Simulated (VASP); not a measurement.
# MgS (I4/mmm) in VASP: single point with PBE

Aim: the single point of MgS with PBE.

All numbers are computed with VASP 6.6.1; they aren't measurements. Logs are shortened: lines on timing, memory, paths and dates and some standing lists are left out, and cuts for length are marked.

## (1) The cell of the first run

Symmetry: I4/mmm, No. 139, tetragonal system. The conventional cell has a = 3.863 Å, b = 3.863 Å, c = 5.333 Å, α = 90.00°, β = 90.00°, γ = 90.00°. Mg (site symmetry 4/mmm) has 6 S at 2.67 to 2.73 Å within 3.5 Å. S (site symmetry 4/mmm) has 6 Mg at 2.67 to 2.73 Å within 3.5 Å.

## (2) Single point, PBE (strain +0.050 along x and y, +0.025 along z)

INCAR reads:

```
  PREC = Accurate
  ENCUT = 600
  EDIFF = 1E-6
  ISMEAR = 0
  SIGMA = 0.05
  LREAL = F
  LASPH = T
  NELM = 120
  ALGO = Normal
  ISIF = 2
  LWAVE = F
  LCHARG = F
  GGA = PE
  NBANDS = 11
  GGA_COMPAT = F
```

KPOINTS reads:

```
Automatic mesh
0
Gamma
  8 8 8
```

POSCAR reads:

```
MgS
1.0
    0.0000000000      2.7317325000      2.6666912500
    2.7317325000      0.0000000000      2.6666912500
    2.7317325000      2.7317325000      0.0000000000
Mg S
1 1
Direct
    0.0000000000      0.0000000000      0.0000000000
    0.5000000000      0.5000000000      0.5000000000
```

Potentials or basis: VASP PAW PBE potentials, release 64 (Mg, S).

On the command line:

```sh
> cat potpaw_PBE.64/Mg/POTCAR potpaw_PBE.64/S/POTCAR > POTCAR
> mpirun -np 1 vasp_std > vasp.out
```

OUTCAR:

```text
PREC = Accurate
   ENCUT = 600
   EDIFF = 1E-6
   ISMEAR = 0
   LREAL = F
   LASPH = T
   NELM = 120
   ISIF = 2
   GGA = PE

 ion  position               nearest neighbor table
   1  0.000  0.000  0.000-   2 2.67   2 2.67   2 2.73   2 2.73   2 2.73   2 2.73
   2  0.500  0.500  0.500-   1 2.67   1 2.67   1 2.73   1 2.73   1 2.73   1 2.73

  LATTYP: Found a body centered tetragonal cell.
 ALAT       =     3.8632531503
 C/A-ratio  =     1.3805418109

  Lattice vectors:

 A1 = (   0.0000000000,  -2.7317325000,  -2.6666912500)
 A2 = (   0.0000000000,   2.7317325000,  -2.6666912500)
 A3 = (   2.7317325000,   0.0000000000,   2.6666912500)

Analysis of symmetry for initial positions (statically):
=====================================================================
 Subroutine PRICEL returns:
 Original cell was already a primitive cell.

 Routine SETGRP: Setting up the symmetry group for a
 body centered tetragonal supercell.

 Subroutine GETGRP returns: Found 16 space group operations
 (whereof 16 operations were pure point group operations)
 out of a pool of 16 trial point group operations.

The static configuration has the point symmetry D_4h.

Analysis of symmetry for dynamics (positions and initial velocities):
=====================================================================
 Subroutine PRICEL returns:
 Original cell was already a primitive cell.

 Routine SETGRP: Setting up the symmetry group for a
 body centered tetragonal supercell.

 Subroutine GETGRP returns: Found 16 space group operations
 (whereof 16 operations were pure point group operations)
 out of a pool of 16 trial point group operations.

The dynamic configuration has the point symmetry D_4h.

 Subroutine INISYM returns: Found 16 space group operations
 (whereof 16 operations are pure point group operations),
 and found     1 'primitive' translations

----------------------------------------------------------------------------------------

                                     Primitive cell

  volume of cell :      39.7996

  direct lattice vectors                    reciprocal lattice vectors
     0.000000000  2.731732500  2.666691250    -0.183034027  0.183034027  0.187498272
     2.731732500  0.000000000  2.666691250     0.183034027 -0.183034027  0.187498272
     2.731732500  2.731732500  0.000000000     0.183034027  0.183034027 -0.187498272

  length of vectors
     3.817539086  3.817539086  3.863253150     0.319622452  0.319622452  0.319622452

[... 83 lines left out ...]
   NSW    =      0    number of steps for IOM
   IBRION =     -1    ionic relax: 0-MD 1-quasi-New 2-CG
   NFREE  =      0    steps in history (QN), initial steepest desc. (CG)
   ISIF   =      2    stress and relaxation
   ISYM   =      2    0-nonsym 1-usesym 2-fastsym
   POTIM  = 0.5000    time-step for ionic-motion
   TEBEG  =    0.0;   TEEND  =   0.0 temperature during run
   PSTRESS=    0.0 pullay stress
   NELECT =       8.0000    total number of electrons
   NUPDOWN=      -1.0000    fix difference up-down
   EMIN   =  10.00;   EMAX   =-10.00  energy-range for DOS
   EFERMI =   0.00;   METHOD = LEGACY
   ISMEAR =     0;   SIGMA  =   0.05  broadening in eV -4-tet -1-fermi 0-gaus
   EFERMI_NEDOS =   21; number of points for ismear=-14 and -15
   IALGO  =     38    algorithm
   IMIX   =      4    mixing-type and parameters
     AMIX     =   0.40;   BMIX     =  1.00
     AMIX_MAG =   1.60;   BMIX_MAG =  1.00
  volume/ion in A,a.u.               =      19.90       134.29
  Fermi-wavevector in a.u.,A,eV,Ry     =   0.958985  1.812219 12.512628  0.919652
  Thomas-Fermi vector in A             =   2.088141
   LORBIT       =      0    0 simple, 1 ext, 2 COOP (PROOUT), +10 PAW based schemes
   GGA     = PE    functional components
   LHFCALC =     F    Hartree Fock is set to
   AEXX    =    0.0000 exact exchange contribution
   IVDW    =     0    specifies the selected vdW correction
   LEPSILON=     F    determine dielectric tensor
   LRPA    =     F    only Hartree local field effects (RPA)
 non-spin polarized calculation
 Gauss-broadening in eV      SIGMA  =   0.05
  energy-cutoff  :      600.00
  volume of cell :       39.80
 maximum number of plane-waves:      1345
   NGX = 15   NGY = 15   NGZ = 15

 number of electron       8.0000000 magnetization

 Free energy of the ion-electron system (eV)
  ---------------------------------------------------
  ext. energy  EPLUGINS =         0.00000000
  ---------------------------------------------------
  free energy    TOTEN  =        -8.40709012 eV

  energy without entropy =       -8.40709012  energy(sigma->0) =       -8.40709012

 E-fermi :   2.9686     XC(G=0):  -9.1937

 val. band max:        2.7411540031   @ k =   0.0000   0.0000   0.0000
 cond. band min:       5.1480736495   @ k =   0.5000   0.5000   0.0000
 fundamental gap:      2.4069196464
 Fermi energy:         2.9685906363

 k-point     1 :       0.0000    0.0000    0.0000
  band No.  band energies     occupation
      1      -9.3263      2.00000
      2       2.6317      2.00000
      3       2.7412      2.00000
      4       2.7412      2.00000
      5       5.5256      0.00000
      6      10.6315      0.00000
      7      10.6315      0.00000
      8      10.8609      0.00000
      9      12.7459      0.00000
     10      13.0407      0.00000
     11      14.6703      0.00000
[... 309 lines left out ...]
 k-point    24 :       0.3750   -0.0000    0.1250
  band No.  band energies     occupation
      1      -8.5429      2.00000
      2      -0.6004      2.00000
      3       1.9489      2.00000
      4       2.0739      2.00000
      5       7.6561      0.00000
      6       8.9772      0.00000
      7      10.4862      0.00000
      8      10.6439      0.00000
      9      13.3376      0.00000
     10      15.0012      0.00000
     11      15.0708      0.00000

 [... further k-points ...]
[... 5 lines left out ...]
  --------------------------------------------------------------------------------------
  -------------------------------------------------------------------------------------
  Total       -1.7170313     -1.7170313     -1.4255343      0.0000000      0.0000000     -0.0000000
  in kB      -69.1209555    -69.1209555    -57.3864255      0.0000000      0.0000000     -0.0000000
  external PRESSURE =     -65.2094455 kB  Pullay stress =       0.0000000 kB

 VOLUME and BASIS-vectors are now :
 -----------------------------------------------------------------------------
  energy-cutoff  :      600.00
  volume of cell :       39.80
      direct lattice vectors                 reciprocal lattice vectors
     0.000000000  2.731732500  2.666691250    -0.183034027  0.183034027  0.187498272
     2.731732500  0.000000000  2.666691250     0.183034027 -0.183034027  0.187498272
     2.731732500  2.731732500  0.000000000     0.183034027  0.183034027 -0.187498272

 POSITION                                       TOTAL-FORCE (eV/Angst)
 -----------------------------------------------------------------------------------
      0.00000      0.00000      0.00000         0.000000     -0.000000     -0.000000
      2.73173      2.73173      2.66669        -0.000000      0.000000      0.000000
 -----------------------------------------------------------------------------------
    total drift:                               -0.000000     -0.000000      0.000000

  FREE ENERGIE OF THE ION-ELECTRON SYSTEM (eV)
  ---------------------------------------------------
  free  energy   TOTEN  =        -8.4070901177 eV

  energy  without entropy=       -8.4070901177  energy(sigma->0) =       -8.40709012
```

stdout:

```text
POSCAR found type information on POSCAR MgS
 POSCAR found :  2 types and       2 ions
 scaLAPACK will be used
 LDA part: xc-table for (Slater+PW92), standard interpolation
 POSCAR, INCAR and KPOINTS ok, starting setup
 FFT: planning ... GRIDC
 FFT: planning ... GRID_SOFT
 FFT: planning ... GRID
 WAVECAR not read
 entering main loop
```

It took 12 s on 1 thread of Intel Xeon 6975P-C (Granite Rapids), shared host; peak memory 0.18 GiB.

What came out:

```yaml
Free_energy: -8.4071 eV
Pressure: -6.5 GPa
Band_gap_on_the_k_mesh: 2.41 eV (least direct gap 2.78 eV)
```

Levels at points of the mesh, in eV from the valence-band top:
```tsv
k point	band 1	band 2	band 3	band 4	band 5	band 6	band 7	band 8
(0.00, 0.00, 0.00)	-12.07	-0.11	0.00	0.00	2.78	7.89	7.89	8.12
(0.50, 0.00, 0.00)	-11.05	-4.26	-0.52	-0.48	4.32	6.59	6.83	8.77
(0.50, 0.50, 0.00)	-10.72	-3.62	-1.52	-1.52	2.41	4.63	10.98	12.01
(0.50, 0.00, 0.50)	-10.79	-3.63	-1.53	-1.34	2.50	4.71	10.72	11.88
```

Caveat: the cell differs from its parent crystal (strain +0.050 along x and y, +0.025 along z); the cell stands under tension.
